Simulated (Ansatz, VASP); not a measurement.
## Two plane-wave programs on C

The input INCAR:

```
SYSTEM = C
PREC     = Accurate       ! precision mode
ENCUT    = 520            ! plane-wave cutoff, eV
EDIFF    = 1E-6           ! SCF threshold, eV
ISMEAR   = 0              ! smearing method
SIGMA    = 0.05           ! smearing width, eV
LREAL    = .False.        ! projectors in reciprocal space
LASPH    = .True.         ! aspherical terms in the spheres
NELM     = 60             ! most SCF steps
ALGO     = Normal         ! electronic algorithm
ISIF     = 2              ! what is computed and relaxed
LWAVE    = .False.        ! write WAVECAR
LCHARG   = .False.        ! write CHGCAR
NBANDS   = 11             ! bands
```

KPOINTS

```
Automatic mesh
0
Gamma
  12 12 12
  0 0 0
```

The input POSCAR:

```
C
1.0
    1.2280263465      0.7090013417      3.3470108394
   -1.2280263465      0.7090013417      3.3470108394
    0.0000000000     -1.4180026834      3.3470108394
C
2
Direct
    0.1490612973      0.1490612973      0.1490612973
    0.8360000000      0.8360000000      0.8360000000
```

Input for Ansatz:

```yaml
crystal:
  lattice:
    - [1.2280263465, 0.7090013417, 3.3470108394]
    - [-1.2280263465, 0.7090013417, 3.3470108394]
    - [0.0, -1.4180026834, 3.3470108394]
  atoms:
    - { symbol: C, position: [0.1490612973, 0.1490612973, 0.1490612973] }
    - { symbol: C, position: [0.836, 0.836, 0.836] }
basis:
  ecutwfc: 420
kpoints:
  mp_grid: { grid: [12, 12, 12] }
hamiltonian:
  xc: lda
scf:
  occupations: { method: gaussian, width: 0.05 }
output:
  forces: true
  stress: true
  eigenvalues: true
```

Alike in both runs: task single point; functional LDA; k mesh 12 × 12 × 12; occupations gaussian, width 0.05 eV; no spin polarisation.

```csv
,VASP,Ansatz
version,VASP 6.6.1,Ansatz 0.2.0
potentials or method,"VASP PAW LDA potentials, release 64 (C), cutoff 520 eV","scalar-relativistic, plane waves, PAW"
valence electrons in the cell,8,8
```

```csv
,VASP,Ansatz,Ansatz less VASP
gap on the k mesh at the Fermi level (eV),1.09,1.08,-0.002
least direct gap on the mesh (eV),1.09,1.08,-0.002
pressure (GPa),-5.8,-6.7,-0.82
"traceless stress, the component that is largest in VASP (GPa)",-2.27,-1.38,+0.897
rms of the force components (eV/Å),2.000,2.014,+0.0136
```

LDA's correlation is that of Perdew and Zunger in VASP and of Perdew and Wang (1992) in Ansatz. Atom by atom the forces differ by 0.014 eV/Å (rms over components).
